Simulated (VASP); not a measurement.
# Al (a cell with a defect) in VASP: single point with PBE

Aim: the single point of Al (a cell with a defect) with PBE.

Everything below comes from runs of VASP 6.6.1. Logs are shortened: lines on timing, memory, paths and dates and some standing lists are left out, and cuts for length are marked.

### 1 The cell of the first run

The cell holds a defect, 26 atoms: a = 8.569 Å, b = 8.569 Å, c = 8.569 Å, α = 60.00°, β = 60.00°, γ = 60.00°.

### 2 Single point, PBE

File INCAR:

```
  PREC = Accurate
  ENCUT = 400
  EDIFF = 1E-6
  ISMEAR = 1
  SIGMA = 0.1
  LREAL = False
  LASPH = True
  NELM = 120
  ALGO = Normal
  ISIF = 2
  LWAVE = False
  LCHARG = False
  GGA = PE
  NBANDS = 58
  GGA_COMPAT = False
```

File KPOINTS:

```
regular mesh
0
Gamma
  8 8 8
```

File POSCAR:

```
Al
1.0
    0.0000000000      6.0592006411      6.0592006411
    6.0592006411      0.0000000000      6.0592006411
    6.0592006411      6.0592006411      0.0000000000
Al
26
Direct
    0.0000000000      0.0000000000      0.1666666667
    0.0000000000      0.0000000000      0.6666666667
    0.0087885419      0.3542247265     -0.0148399675
    0.0008918670      0.3226292482      0.3316070881
    0.0008918670      0.3226292482      0.6782051300
   -0.0008918670      0.6773707518      0.0017262452
   -0.0087885419      0.6457752735      0.3481733009
   -0.0008918670      0.6773707518      0.6551282033
    0.3542247265      0.0087885419     -0.0148399675
    0.3226292482      0.0008918670      0.3316070881
    0.3226292482      0.0008918670      0.6782051300
    0.3385258646      0.3385258646     -0.0020400742
    0.3338147676      0.3338147676      0.3328518991
    0.3385258646      0.3385258646      0.6583216783
    0.3238253072      0.6761746928      0.0053679162
    0.3238253072      0.6761746928      0.3279654171
    0.3303355529      0.6696644471      0.6666666667
    0.6773707518     -0.0008918670      0.0017262452
    0.6457752735     -0.0087885419      0.3481733009
    0.6773707518     -0.0008918670      0.6551282033
    0.6761746928      0.3238253072      0.0053679162
    0.6761746928      0.3238253072      0.3279654171
    0.6696644471      0.3303355529      0.6666666667
    0.6661852324      0.6661852324      0.0004814342
    0.6614741354      0.6614741354      0.3353734075
    0.6614741354      0.6614741354      0.6750116550
```

Potentials or basis: VASP PAW PBE potentials, release 64 (Al).

Run with:

```bash
cat potpaw_PBE.64/Al/POTCAR > POTCAR
mpirun -np 1 vasp_std > vasp.out
```

OUTCAR:

```text
PREC = Accurate
   ENCUT = 400
   EDIFF = 1E-6
   ISMEAR = 1
   LREAL = False
   LASPH = True
   NELM = 120
   ISIF = 2
   GGA = PE

 ion  position               nearest neighbor table
   1  0.000  0.000  0.167-   3 2.65   7 2.65   9 2.65  19 2.65  16 3.10  22 3.10  21 3.10  15 3.10

   2  0.000  0.000  0.667-   6 2.82  18 2.82  11 2.82   5 2.82   8 2.82  20 2.82  10 2.82   4 2.82
                            17 2.83  23 2.83
   3  0.009  0.354  0.985-   1 2.65   6 2.80   8 2.80  24 2.81   4 2.81   5 2.81  12 2.82  14 2.82
                            22 2.90  21 2.90   9 2.96
   4  0.001  0.323  0.332-  10 2.76  22 2.79   7 2.80   3 2.81   2 2.82  23 2.86  12 2.88  25 2.91
                            13 2.91   6 2.94   5 2.97
   5  0.001  0.323  0.678-  11 2.76  21 2.79   7 2.80   3 2.81   2 2.82  23 2.86  14 2.88  26 2.91
                            13 2.91   8 2.94   4 2.97
   6  0.999  0.677  0.002-  18 2.76  15 2.79   3 2.80   7 2.81   2 2.82  17 2.86  25 2.88  12 2.91
                            24 2.91   4 2.94   8 2.97
   7  0.991  0.646  0.348-   1 2.65   5 2.80   4 2.80  13 2.81   8 2.81   6 2.81  26 2.82  25 2.82
                            16 2.90  15 2.90  19 2.96
   8  0.999  0.677  0.655-  20 2.76  16 2.79   3 2.80   7 2.81   2 2.82  17 2.86  26 2.88  14 2.91
                            24 2.91   5 2.94   6 2.97
   9  0.354  0.009  0.985-   1 2.65  18 2.80  20 2.80  24 2.81  10 2.81  11 2.81  12 2.82  14 2.82
[... 21 lines left out ...]
  20  0.677  0.999  0.655-   8 2.76  22 2.79   9 2.80  19 2.81   2 2.82  23 2.86  26 2.88  14 2.91
                            24 2.91  11 2.94  18 2.97
  21  0.676  0.324  0.005-  22 2.76   5 2.79  18 2.79  12 2.86  26 2.86  24 2.87  13 2.87  19 2.90
                             3 2.90  23 2.90  15 3.02   1 3.10
  22  0.676  0.324  0.328-  21 2.76  20 2.79   4 2.79  14 2.86  25 2.86  13 2.87  24 2.87   3 2.90
                            19 2.90  23 2.90  16 3.02   1 3.10
  23  0.670  0.330  0.667-   2 2.83  12 2.84  26 2.84  25 2.84  14 2.84  18 2.86   5 2.86  20 2.86
                             4 2.86  21 2.90  22 2.90  17 2.91
  24  0.666  0.666  0.000-   3 2.81   9 2.81  26 2.83  25 2.83  15 2.87  21 2.87  16 2.87  22 2.87
                             8 2.91  20 2.91  18 2.91   6 2.91
  25  0.661  0.661  0.335-   7 2.82  19 2.82  24 2.83  23 2.84  17 2.84  16 2.86  22 2.86   6 2.88
                            18 2.88  10 2.91   4 2.91  26 2.91
  26  0.661  0.661  0.675-   7 2.82  19 2.82  24 2.83  23 2.84  17 2.84  15 2.86  21 2.86  20 2.88
                             8 2.88  11 2.91   5 2.91  25 2.91

  LATTYP: Found a face centered cubic cell.
 ALAT       =    12.1184012822

  Lattice vectors:

 A1 = (   0.0000000000,   6.0592006411,   6.0592006411)
 A2 = (   6.0592006411,   0.0000000000,   6.0592006411)
 A3 = (   6.0592006411,   6.0592006411,   0.0000000000)

Analysis of symmetry for initial positions (statically):
=====================================================================
 Subroutine PRICEL returns:
[... 187 lines left out ...]
   EFERMI =   0.00;   METHOD = LEGACY
   ISMEAR =     1;   SIGMA  =   0.10  broadening in eV -4-tet -1-fermi 0-gaus
   EFERMI_NEDOS =   21; number of points for ismear=-14 and -15
   IALGO  =     38    algorithm
   IMIX   =      4    mixing-type and parameters
     AMIX     =   0.40;   BMIX     =  1.00
     AMIX_MAG =   1.60;   BMIX_MAG =  1.00
  volume/ion in A,a.u.               =      17.11       115.48
  Fermi-wavevector in a.u.,A,eV,Ry     =   0.916251  1.731463 11.422302  0.839516
  Thomas-Fermi vector in A             =   2.041085
   LORBIT       =      0    0 simple, 1 ext, 2 COOP (PROOUT), +10 PAW based schemes
   GGA     = PE    functional components
   LHFCALC =     F    Hartree Fock is set to
   AEXX    =    0.0000 exact exchange contribution
   IVDW    =     0    specifies the selected vdW correction
   LEPSILON=     F    determine dielectric tensor
   LRPA    =     F    only Hartree local field effects (RPA)
 non-spin polarized calculation
 Methfessel and Paxton  Order N= 1 SIGMA  =   0.10
  energy-cutoff  :      400.00
  volume of cell :      444.91
 maximum number of plane-waves:      8144
   NGX = 27   NGY = 27   NGZ = 27

 number of electron      78.0000000 magnetization

 Free energy of the ion-electron system (eV)
  ---------------------------------------------------
  ext. energy  EPLUGINS =         0.00000000
  ---------------------------------------------------
  free energy    TOTEN  =       -96.19684152 eV

  energy without entropy =      -96.20106333  energy(sigma->0) =      -96.19824879

 E-fermi :   7.6122     XC(G=0): -10.0403

 val. band max:        7.6080601934   @ k =   0.2500  -0.2500   0.5000
 cond. band min:       7.6150963245   @ k =   0.1250   0.3750   0.2500
 fundamental gap:      0.0070361310
 Fermi energy:         7.6121762650

 k-point     1 :       0.0000    0.0000    0.0000
  band No.  band energies     occupation
      1      -3.3497      2.00000
      2      -0.5376      2.00000
      3      -0.5315      2.00000
      4      -0.4797      2.00000
      5      -0.4446      2.00000
      6      -0.4289      2.00000
[... 1285 lines left out ...]
     50       9.6085     -0.00000
     51       9.6096     -0.00000

 [... further k-points ...]

 [bands above 51 left out]

------------------------ aborting loop because EDIFF is reached ----------------------------------------

  FORCE on cell =-STRESS in cart. coord.  units (eV):
  Direction    XX          YY          ZZ          XY          YZ          ZX
  --------------------------------------------------------------------------------------
  -------------------------------------------------------------------------------------
  Total       -1.5649805     -1.5649805      0.3776477     -0.2544859      0.0000000      0.0000000
  in kB       -5.6356437     -5.6356437      1.3599453     -0.9164279      0.0000000      0.0000000
  external PRESSURE =      -3.3037807 kB  Pullay stress =       0.0000000 kB

 VOLUME and BASIS-vectors are now :
 -----------------------------------------------------------------------------
  energy-cutoff  :      400.00
  volume of cell :      444.91
      direct lattice vectors                 reciprocal lattice vectors
     0.000000000  6.059200641  6.059200641    -0.082519136  0.082519136  0.082519136
     6.059200641  0.000000000  6.059200641     0.082519136 -0.082519136  0.082519136
     6.059200641  6.059200641  0.000000000     0.082519136  0.082519136 -0.082519136

 POSITION                                       TOTAL-FORCE (eV/Angst)
 -----------------------------------------------------------------------------------
      1.00987      1.00987      0.00000         0.000000     -0.000000     -0.000000
      4.03947      4.03947      0.00000         0.000000     -0.000000     -0.000000
      8.11560      6.02253      2.19957         0.005542     -0.005542      0.001557
      3.96415      2.01468      1.96028         0.007714      0.004496     -0.003082
      6.06426      4.11478      1.96028        -0.004496     -0.007714     -0.003082
      4.11478      6.06426     10.15812        -0.007714     -0.004496      0.003082
[... 18 lines left out ...]
      6.04010      6.04010      8.01601        -0.000312     -0.000312      0.004812
      8.09804      8.09804      8.01601         0.000312      0.000312      0.004812
 -----------------------------------------------------------------------------------
    total drift:                                0.000002      0.000002     -0.000000

  FREE ENERGIE OF THE ION-ELECTRON SYSTEM (eV)
  ---------------------------------------------------
  free  energy   TOTEN  =       -96.1968415162 eV

  energy  without entropy=      -96.2010633274  energy(sigma->0) =      -96.19824879
```

stdout:

```text
POSCAR found type information on POSCAR Al
 POSCAR found :  1 types and      26 ions
 scaLAPACK will be used
 -----------------------------------------------------------------------------
|                                                                             |
|                                                                             |
|     You have a (more or less) 'large supercell' and for larger cells it     |
|     might be more efficient to use real-space projection operators.         |
|     Therefore, try LREAL= Auto in the INCAR file.                           |
|     Mind: For very accurate calculation, you might also keep the            |
|     reciprocal projection scheme (i.e. LREAL=.FALSE.).                      |
|                                                                             |
 -----------------------------------------------------------------------------

 LDA part: xc-table for (Slater+PW92), standard interpolation
 POSCAR, INCAR and KPOINTS ok, starting setup
 FFT: planning ... GRIDC
 FFT: planning ... GRID_SOFT
 FFT: planning ... GRID
 WAVECAR not read
 entering main loop
```

Run time: 64 min. Hardware: 1 thread of Intel Xeon 8259CL, shared host; peak memory 1.1 GiB.

What came out:

```
Free energy            : -96.1968 eV
Pressure               : -0.3 GPa
Largest force          : 0.018 eV/Å
Band gap on the k mesh : zero (bands 39 and 40 overlap by 0.94 eV)
```

Forces in eV/Å, atoms in the order of the input:
```
Al   0.000  0.000  0.000
Al   0.000  0.000  0.000
Al   0.006 -0.006  0.002
Al   0.008  0.004 -0.003
Al  -0.004 -0.008 -0.003
Al  -0.008 -0.004  0.003
Al  -0.006  0.006 -0.002
Al   0.004  0.008  0.003
Al  -0.006  0.006  0.002
Al   0.004  0.008 -0.003
Al  -0.008 -0.004 -0.003
Al   0.000  0.000 -0.005
Al   0.000  0.000 -0.007
Al   0.000  0.000 -0.005
Al  -0.011 -0.015  0.000
Al   0.015  0.011  0.000
Al   0.008 -0.008  0.000
Al  -0.004 -0.008  0.003
Al   0.006 -0.006 -0.002
Al   0.008  0.004  0.003
Al  -0.015 -0.011  0.000
Al   0.011  0.015  0.000
Al  -0.008  0.008  0.000
Al   0.000  0.000  0.007
Al   0.000  0.000  0.005
Al   0.000  0.000  0.005
```

Levels at points of the mesh, in eV from the Fermi level:
```csv
k point,band 37,band 38,band 39,band 40,band 41,band 42
"(0.00, 0.00, 0.00)",-0.59,-0.59,-0.28,0.12,0.35,0.38
"(0.50, 0.00, 0.00)",-0.51,-0.41,-0.32,-0.20,0.99,1.15
"(0.00, 0.00, 0.50)",-0.46,-0.44,-0.43,-0.32,1.10,1.12
"(0.50, 0.50, 0.00)",-0.74,-0.45,-0.23,-0.09,0.75,0.82
"(0.00, 0.50, 0.50)",-0.53,-0.46,-0.40,-0.25,0.90,0.94
```
